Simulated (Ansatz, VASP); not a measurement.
# PbS: VASP beside Ansatz

Contents of INCAR:

```
SYSTEM = PbS
PREC = Accurate
ENCUT = 520
EDIFF = 1E-6
ISMEAR = -1
SIGMA = 0.01
LREAL = .False.
LASPH = .True.
NELM = 150
ALGO = Normal
ISIF = 2
LWAVE = .False.
LCHARG = .True.
ISPIN = 2
MAGMOM = 3 3
LORBIT = 11
GGA = RP
LELF = .True.
LVHAR = .True.
NBANDS = 21
```

The input KPOINTS:

```
regular mesh
0
Gamma
  8 8 8
  0 0 0
```

File POSCAR:

```
PbS
1.0
    0.0000000000      2.9650000000      2.9650000000
    2.9650000000      0.0000000000      2.9650000000
    2.9650000000      2.9650000000      0.0000000000
Pb S
1 1
Direct
    0.0000000000      0.0000000000      0.0000000000
    0.5000000000      0.5000000000      0.5000000000
```

Input for Ansatz:

```yaml
crystal:
  lattice:
    - [0.0, 2.965, 2.965]
    - [2.965, 0.0, 2.965]
    - [2.965, 2.965, 0.0]
  atoms:
    - { symbol: Pb, position: [0.0, 0.0, 0.0], spin: 3.0 }
    - { symbol: S, position: [0.5, 0.5, 0.5], spin: 3.0 }
kpoints:
  mp_grid: { grid: [8, 8, 8] }
scf:
  occupations: { method: fermi_dirac, width: 0.01 }
hamiltonian:
  xc: rpbe
  pseudopotentials: { kind: all_electron, lapw: { basis_error: 0.0005 } }
output:
  forces: true
  stress: true
  eigenvalues: true
basis:
  ecutwfc: 120
magnetization:
  spin_polarized: true
```

Alike in both runs: task single point; functional RPBE; k mesh 8 × 8 × 8; occupations fermi-dirac, width 0.01 eV; collinear spin.

|  | VASP | Ansatz |
| --- | --- | --- |
| version | VASP 6.6.1 | Ansatz 0.2.0 |
| potentials or method | VASP PAW PBE potentials, release 64 (Pb_d, S), cutoff 520 eV | all-electron LAPW, scalar-relativistic |

Ansatz gave:

```
gap on the k mesh at the Fermi level (eV) : 0.45
pressure (GPa)                            : 4.3
net moment per atom (μB)                  : 0.00
```

Task: Which values does VASP return?

Result: gap on the k mesh at the Fermi level (eV): 0.46; pressure (GPa): 4.2; net moment per atom (μB): 0.00.

VASP's potentials were made for PBE, not for RPBE. Ansatz ran all-electron here, and VASP with PAW potentials. Ansatz's warnings: seeded moment not kept.

Neither program's run includes spin-orbit coupling.
